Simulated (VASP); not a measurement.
# Si3N4 in VASP: notebook

The runs below take Si3N4 through single point, with PBE+D3(BJ).

Everything below comes from runs of VASP 6.6.1. Logs are shortened: lines on timing, memory, paths and dates and some standing lists are left out, and cuts for length are marked.

### Step 1. The cell of the first run

It takes space group P6_3/m (No. 176, hexagonal). The conventional cell has a = 7.539 Å, b = 7.539 Å, c = 2.884 Å, α = 90.00°, β = 90.00°, γ = 120.00°. Within 2.3 Å of Si (site symmetry m) lie 4 N at 1.72 Å. N (site symmetry m) has 3 Si at 1.72 Å within 2.3 Å. Within 2.3 Å of N (site symmetry -6) lie 3 Si at 1.72 Å.

### Step 2. Single point, PBE+D3(BJ) (10.14 Å³/atom)

INCAR

```
SYSTEM = Si3N4
PREC     = Accurate       ! precision mode
ENCUT    = 520            ! plane-wave cutoff, eV
EDIFF    = 1E-6           ! SCF threshold, eV
ISMEAR   = 0              ! smearing method
SIGMA    = 0.02           ! smearing width, eV
LREAL    = .False.        ! projectors in reciprocal space
LASPH    = .True.         ! aspherical terms in the spheres
NELM     = 60             ! most SCF steps
ALGO     = Normal         ! electronic algorithm
ISIF     = 2              ! what is computed and relaxed
LWAVE    = .False.        ! write WAVECAR
LCHARG   = .True.         ! write CHGCAR
GGA      = PE             ! functional
IVDW     = 12             ! dispersion correction
LELF     = .True.         ! ELF
LVHAR    = .True.       
NBANDS   = 45             ! bands
```

KPOINTS

```
regular mesh
0
Gamma
  6 6 8
  0 0 0
```

POSCAR

```
Si3N4
1.0
    7.5389191362      0.0000000000      0.0000000000
   -3.7694595681      6.5288954891      0.0000000000
    0.0000000000      0.0000000000      2.8844520617
Si N
6 8
Direct
    0.7658723764      0.1721928661      0.3256285714
    0.5936795104      0.7658723764      0.8256285714
    0.8278071339      0.5936795104      0.3256285714
    0.2341276236      0.8278071339      0.8256285714
    0.4063204896      0.2341276236      0.3256285714
    0.1721928661      0.4063204896      0.8256285714
    0.0281365870      0.3294463012      0.3256285714
    0.6986902858      0.0281365870      0.8256285714
    0.6705536988      0.6986902858      0.3256285714
    0.9718634130      0.6705536988      0.8256285714
    0.3013097142      0.9718634130      0.3256285714
    0.3294463012      0.3013097142      0.8256285714
    0.3333333333      0.6666666667     -0.1743714286
    0.6666666667      0.3333333333      0.3256285714
```

Potentials or basis: VASP PAW PBE potentials, release 64 (Si, N).

On the command line:

```
cat potpaw_PBE.64/Si/POTCAR potpaw_PBE.64/N/POTCAR > POTCAR
mpirun -np 1 vasp_std > vasp.out
```

OUTCAR:

```text
SYSTEM = Si3N4
   PREC = Accurate
   ENCUT = 520
   EDIFF = 1E-6
   ISMEAR = 0
   LREAL = .False.
   LASPH = .True.
   NELM = 60
   ISIF = 2
   GGA = PE
   IVDW = 12
 IVDW          = 12

 ion  position               nearest neighbor table
   1  0.766  0.172  0.326-  14 1.72   8 1.72   8 1.72   7 1.72   5 2.97   3 2.97   6 3.03   6 3.03
                             2 3.03   2 3.03
   2  0.594  0.766  0.826-  13 1.72   9 1.72   9 1.72   8 1.72   4 2.97   6 2.97   3 3.03   3 3.03
                             1 3.03   1 3.03
   3  0.828  0.594  0.326-  14 1.72  10 1.72  10 1.72   9 1.72   5 2.97   1 2.97   2 3.03   2 3.03
                             4 3.03   4 3.03
   4  0.234  0.828  0.826-  13 1.72  11 1.72  11 1.72  10 1.72   2 2.97   6 2.97   3 3.03   3 3.03
                             5 3.03   5 3.03
   5  0.406  0.234  0.326-  14 1.72  12 1.72  12 1.72  11 1.72   1 2.97   3 2.97   6 3.03   6 3.03
                             4 3.03   4 3.03
   6  0.172  0.406  0.826-  13 1.72   7 1.72   7 1.72  12 1.72   2 2.97   4 2.97   5 3.03   5 3.03
                             1 3.03   1 3.03
   7  0.028  0.329  0.326-   6 1.72   6 1.72   1 1.72
   8  0.699  0.028  0.826-   1 1.72   1 1.72   2 1.72
   9  0.671  0.699  0.326-   2 1.72   2 1.72   3 1.72
  10  0.972  0.671  0.826-   3 1.72   3 1.72   4 1.72
  11  0.301  0.972  0.326-   4 1.72   4 1.72   5 1.72
  12  0.329  0.301  0.826-   5 1.72   5 1.72   6 1.72
  13  0.333  0.667  0.826-   4 1.72   6 1.72   2 1.72
  14  0.667  0.333  0.326-   1 1.72   3 1.72   5 1.72

  LATTYP: Found a hexagonal cell.
 ALAT       =     7.5389191362
 C/A-ratio  =     0.3826081710

  Lattice vectors:

 A1 = (   7.5389191362,   0.0000000000,   0.0000000000)
 A2 = (  -3.7694595681,   6.5288954891,   0.0000000000)
 A3 = (   0.0000000000,   0.0000000000,   2.8844520617)

Analysis of symmetry for initial positions (statically):
=====================================================================
 Subroutine PRICEL returns:
 Original cell was already a primitive cell.

 Routine SETGRP: Setting up the symmetry group for a
 hexagonal supercell.

 Subroutine GETGRP returns: Found 12 space group operations
 (whereof  3 operations were pure point group operations)
 out of a pool of 24 trial point group operations.

The static configuration has the point symmetry C_3 .
 The point group associated with its full space group is C_6h.

Analysis of symmetry for dynamics (positions and initial velocities):
=====================================================================
 Subroutine PRICEL returns:
 Original cell was already a primitive cell.

 Routine SETGRP: Setting up the symmetry group for a
 hexagonal supercell.

 Subroutine GETGRP returns: Found 12 space group operations
 (whereof  3 operations were pure point group operations)
 out of a pool of 24 trial point group operations.

The dynamic configuration has the point symmetry C_3 .
 The point group associated with its full space group is C_6h.

 Subroutine INISYM returns: Found 12 space group operations
 (whereof  3 operations are pure point group operations),
 and found     1 'primitive' translations

----------------------------------------------------------------------------------------

                                     Primitive cell

  volume of cell :     141.9751

  direct lattice vectors                    reciprocal lattice vectors
     7.538919136  0.000000000  0.000000000     0.132645009  0.076582632  0.000000000
    -3.769459568  6.528895489  0.000000000     0.000000000  0.153165264  0.000000000
     0.000000000  0.000000000  2.884452062     0.000000000  0.000000000  0.346686296

  length of vectors
     7.538919136  7.538919136  2.884452062     0.153165264  0.153165264  0.346686296

  position of ions in fractional coordinates (direct lattice)
     0.765872376  0.172192866  0.325628571
     0.593679510  0.765872376  0.825628571
     0.827807134  0.593679510  0.325628571
     0.234127624  0.827807134  0.825628571
     0.406320490  0.234127624  0.325628571
     0.172192866  0.406320490  0.825628571
     0.028136587  0.329446301  0.325628571
     0.698690286  0.028136587  0.825628571
     0.670553699  0.698690286  0.325628571
     0.971863413  0.670553699  0.825628571
[... 34 lines left out ...]
     0.000000000  0.025527544  0.000000000     0.000000000  0.166666667  0.000000000
     0.000000000  0.000000000  0.043335787     0.000000000  0.000000000  0.125000000

  Length of vectors
     0.025527544  0.025527544  0.043335787

  Shift w.r.t. Gamma in fractional coordinates (k-lattice)
     0.000000000  0.000000000  0.000000000

 Subroutine IBZKPT returns following result:
 ===========================================

 Found     40 irreducible k-points:

 Following reciprocal coordinates:
            Coordinates               Weight
  0.000000  0.000000  0.000000      1.000000
  0.166667  0.000000  0.000000      6.000000
  0.333333 -0.000000  0.000000      6.000000
  0.500000  0.000000  0.000000      3.000000
  0.166667  0.166667  0.000000      6.000000
  0.333333  0.166667  0.000000      6.000000
[... 16 lines left out ...]
 -0.333333  0.500000 -0.250000     12.000000
  0.333333  0.333333  0.250000      4.000000
 [... further k-points ...]
   k-points           NKPTS =     40   k-points in BZ     NKDIM =     40   number of bands    NBANDS=     45
   number of dos      NEDOS =    301   number of ions     NIONS =     14
   total plane-waves  NPLWV =  75264
   dimension x,y,z NGX =    56 NGY =   56 NGZ =   24
   dimension x,y,z NGXF=   112 NGYF=  112 NGZF=   48
   ions per type =               6   8
   NGX,Y,Z   is equivalent  to a cutoff of  12.35, 12.35, 13.83 a.u.
   NGXF,Y,Z  is equivalent  to a cutoff of  24.70, 24.70, 27.66 a.u.
 SYSTEM =  Si3N4
   PREC   = accura    normal or accurate (medium, high low for compatibility)
   ISTART =      0    job   : 0-new  1-cont  2-samecut
   ICHARG =      2    charge: 1-file 2-atom 10-const
   ISPIN  =      1    spin polarized calculation?
   LNONCOLLINEAR =      F non collinear calculations
   LSORBIT =      F    spin-orbit coupling
   LASPH  =      T    aspherical Exc in radial PAW
   ENCUT  =  520.0 eV  38.22 Ry    6.18 a.u.  14.02 14.02  5.36*2*pi/ulx,y,z
   NELM   =     60;   NELMIN=  2; NELMDL= -5     # of ELM steps
   EDIFF  = 0.1E-05   stopping-criterion for ELM
   LREAL  =      F    real-space projection
   EDIFFG = 0.1E-04   stopping-criterion for IOM
   NSW    =      0    number of steps for IOM
   IBRION =     -1    ionic relax: 0-MD 1-quasi-New 2-CG
   NFREE  =      0    steps in history (QN), initial steepest desc. (CG)
   ISIF   =      2    stress and relaxation
   ISYM   =      2    0-nonsym 1-usesym 2-fastsym
   POTIM  = 0.5000    time-step for ionic-motion
   TEBEG  =    0.0;   TEEND  =   0.0 temperature during run
   PSTRESS=    0.0 pullay stress
   NELECT =      64.0000    total number of electrons
   NUPDOWN=      -1.0000    fix difference up-down
   EMIN   =  10.00;   EMAX   =-10.00  energy-range for DOS
   EFERMI =   0.00;   METHOD = LEGACY
   ISMEAR =     0;   SIGMA  =   0.02  broadening in eV -4-tet -1-fermi 0-gaus
   EFERMI_NEDOS =   21; number of points for ismear=-14 and -15
   IALGO  =     38    algorithm
   IMIX   =      4    mixing-type and parameters
     AMIX     =   0.40;   BMIX     =  1.00
     AMIX_MAG =   1.60;   BMIX_MAG =  1.00
  volume/ion in A,a.u.               =      10.14        68.44
  Fermi-wavevector in a.u.,A,eV,Ry     =   1.255252  2.372082 21.438109  1.575657
  Thomas-Fermi vector in A             =   2.389017
   LORBIT       =      0    0 simple, 1 ext, 2 COOP (PROOUT), +10 PAW based schemes
   GGA     = PE    functional components
   LHFCALC =     F    Hartree Fock is set to
   AEXX    =    0.0000 exact exchange contribution
   IVDW    =    12    specifies the selected vdW correction
   LEPSILON=     F    determine dielectric tensor
   LRPA    =     F    only Hartree local field effects (RPA)
 non-spin polarized calculation
 Gauss-broadening in eV      SIGMA  =   0.02
  energy-cutoff  :      520.00
  volume of cell :      141.98
 maximum number of plane-waves:      3854
   NGX = 29   NGY = 29   NGZ = 11

 number of electron      64.0000008 magnetization

 Free energy of the ion-electron system (eV)
  ---------------------------------------------------
  ext. energy  EPLUGINS =         0.00000000
  ---------------------------------------------------
  free energy    TOTEN  =      -114.30195342 eV

  energy without entropy =     -114.30195342  energy(sigma->0) =     -114.30195342

 E-fermi :   7.1714     XC(G=0): -10.9216

 val. band max:        7.0274451794   @ k =   0.0000   0.0000   0.1250
 cond. band min:      11.4404494834   @ k =   0.0000   0.0000   0.0000
 fundamental gap:      4.4130043040
 Fermi energy:         7.1714374475

 k-point     1 :       0.0000    0.0000    0.0000
  band No.  band energies     occupation
      1     -11.3726      2.00000
      2      -9.8529      2.00000
      3      -9.8529      2.00000
      4      -9.2036      2.00000
      5      -9.0873      2.00000
      6      -9.0873      2.00000
[... 1117 lines left out ...]
     43      15.4586      0.00000
     44      15.4586      0.00000

 [... further k-points ...]

 [bands above 44 left out]

------------------------ aborting loop because EDIFF is reached ----------------------------------------

 Edisp (eV)   -3.69495

 E8    (eV) :    -1.3155

  FORCE on cell =-STRESS in cart. coord.  units (eV):
  Direction    XX          YY          ZZ          XY          YZ          ZX
  --------------------------------------------------------------------------------------
  -------------------------------------------------------------------------------------
  Total       6.63895     6.63895     6.59265    -0.00000    -0.00000     0.00000
  in kB      74.91997    74.91997    74.39757    -0.00000    -0.00000     0.00000
  external pressure =       74.75 kB  Pullay stress =        0.00 kB

 VOLUME and BASIS-vectors are now :
 -----------------------------------------------------------------------------
  energy-cutoff  :      520.00
  volume of cell :      141.98
      direct lattice vectors                 reciprocal lattice vectors
     7.538919136  0.000000000  0.000000000     0.132645009  0.076582632  0.000000000
    -3.769459568  6.528895489  0.000000000     0.000000000  0.153165264  0.000000000
     0.000000000  0.000000000  2.884452062     0.000000000  0.000000000  0.346686296

 POSITION                                       TOTAL-FORCE (eV/Angst)
 -----------------------------------------------------------------------------------
      5.12478      1.12423      0.93926         0.007981      0.009044      0.000000
      1.58878      5.00030      2.38149        -0.003842      0.011434     -0.000000
      4.00292      3.87607      0.93926        -0.011823      0.002390      0.000000
     -1.35532      5.40467      2.38149        -0.007981     -0.009044     -0.000000
      2.18068      1.52859      0.93926         0.003842     -0.011434     -0.000000
     -0.23346      2.65282      2.38149         0.011823     -0.002390      0.000000
     -1.02972      2.15092      0.93926        -0.009337     -0.004200      0.000000
      5.16131      0.18370      2.38149        -0.001031     -0.010186     -0.000000
      2.42157      4.56168      0.93926         0.008306     -0.005986     -0.000000
      4.79917      4.37798      2.38149         0.009337      0.004200      0.000000
     -1.39185      6.34519      0.93926         0.001031      0.010186      0.000000
      1.34789      1.96722      2.38149        -0.008306      0.005986     -0.000000
     -0.00000      4.35260      2.38149        -0.000000     -0.000000      0.000000
      3.76946      2.17630      0.93926         0.000000     -0.000000      0.000000
 -----------------------------------------------------------------------------------
    total drift:                                0.000001     -0.000000     -0.000005

  FREE ENERGIE OF THE ION-ELECTRON SYSTEM (eV)
  ---------------------------------------------------
  free  energy   TOTEN  =      -117.9969032464 eV

  energy  without entropy=     -117.9969032464  energy(sigma->0) =     -117.99690325
```

Wall time 8.5 min (1 thread of Intel Xeon 8259CL, shared host); peak memory 0.38 GiB.

What came out:

```yaml
Free_energy: -117.9969 eV
Pressure: 7.5 GPa
Largest_force: 0.012 eV/Å
Band_gap_on_the_k_mesh: 4.41 eV (least direct gap 4.61 eV)
Dispersion_energy_per_atom: -0.264 eV
```

Forces on the atoms (eV/Å):
```
Si   0.008  0.009  0.000
Si  -0.004  0.011  0.000
Si  -0.012  0.002  0.000
Si  -0.008 -0.009  0.000
Si   0.004 -0.011  0.000
Si   0.012 -0.002  0.000
N   -0.009 -0.004  0.000
N   -0.001 -0.010  0.000
N    0.008 -0.006  0.000
N    0.009  0.004  0.000
N    0.001  0.010  0.000
N   -0.008  0.006  0.000
N    0.000  0.000  0.000
N    0.000  0.000  0.000
```

Caveat: the cell stands under pressure. A k mesh can miss the band edges.

### Step 3. Single point, PBE+D3(BJ)

This run uses another cell than the first one, of 10.36 Å³/atom.

INCAR

```
ALGO = Normal ; EDIFF = 1E-6
ENCUT = 520 ; GGA = PE
ISIF = 2 ; ISMEAR = 0
IVDW = 12 ; LASPH = T
LCHARG = F ; LREAL = F
LWAVE = F ; NBANDS = 45
NELM = 100 ; PREC = Accurate
SIGMA = 0.02
```

KPOINTS

```
k-points
0
Gamma
  6 6 8
```

POSCAR

```
Si3N4
1.0
    7.5950000000      0.0000000000      0.0000000000
   -3.7975000000      6.5774629417      0.0000000000
    0.0000000000      0.0000000000      2.9023000000
Si N
6 8
Direct
    0.7687000000      0.1744000000      0.2500000000
    0.5943000000      0.7687000000      0.7500000000
    0.8256000000      0.5943000000      0.2500000000
    0.2313000000      0.8256000000      0.7500000000
    0.4057000000      0.2313000000      0.2500000000
    0.1744000000      0.4057000000      0.7500000000
    0.0297000000      0.3295000000      0.2650000000
    0.7002000000      0.0297000000      0.7650000000
    0.6705000000      0.7002000000      0.2650000000
    0.9703000000      0.6705000000      0.7650000000
    0.2998000000      0.9703000000      0.2650000000
    0.3295000000      0.2998000000      0.7650000000
    0.3333333333      0.6666666667      0.2344000000
    0.6666666667      0.3333333333      0.7344000000
```

Potentials or basis: VASP PAW PBE potentials, release 64 (Si, N).

On the command line:

```
cat potpaw_PBE.64/Si/POTCAR potpaw_PBE.64/N/POTCAR > POTCAR
mpirun -np 1 vasp_std > vasp.out
```

Run time: 7.6 min. Hardware: 1 thread of Intel Xeon 8259CL, shared host; peak memory 0.38 GiB.

Results (log left out):

- Free energy: -108.0536 eV
- Pressure: -6.5 GPa
- Largest force: 2.472 eV/Å
- Band gap on the k mesh: 1.40 eV (least direct gap 1.89 eV)
- Dispersion energy per atom: -0.257 eV

Forces on the atoms (eV/Å):
```
Si  -1.285  1.352  1.453
Si  -1.814 -0.436  1.453
Si  -0.529 -1.789  1.453
Si   1.285 -1.352  1.453
Si   1.814  0.436  1.453
Si   0.529  1.789  1.453
N   -1.611 -1.550 -1.054
N    0.537 -2.170 -1.054
N    2.148 -0.620 -1.054
N    1.611  1.550 -1.054
N   -0.537  2.170 -1.054
N   -2.148  0.620 -1.054
N    0.000  0.000 -1.197
N    0.000  0.000 -1.197
```

Stress tensor (GPa, compression positive):
```
  7.22   0.00   0.00
  0.00   7.22   0.00
  0.00   0.00 -33.94
```

Levels at points of the mesh, in eV from the valence-band top:
| k point | band 30 | band 31 | band 32 | band 33 | band 34 | band 35 |
| --- | --- | --- | --- | --- | --- | --- |
| (0.00, 0.00, 0.00) | -0.63 | -0.15 | -0.15 | 1.75 | 1.96 | 4.51 |
| (0.50, 0.00, 0.00) | -0.73 | -0.56 | -0.54 | 2.13 | 2.43 | 4.20 |
| (0.00, 0.00, 0.50) | -0.68 | -0.64 | -0.64 | 1.40 | 1.40 | 1.63 |
| (0.50, 0.00, 0.50) | -0.58 | -0.27 | -0.27 | 1.84 | 1.84 | 2.63 |

Caveat: the stress differs along the axes, from -34 to 7 GPa; forces of over 1 eV/Å act on the atoms, so gaps and moduli don't describe the material at rest. Expect the measured gap to be larger: semilocal functionals such as PBE lack the derivative discontinuity.

(Part 1 of 2 ends here.)
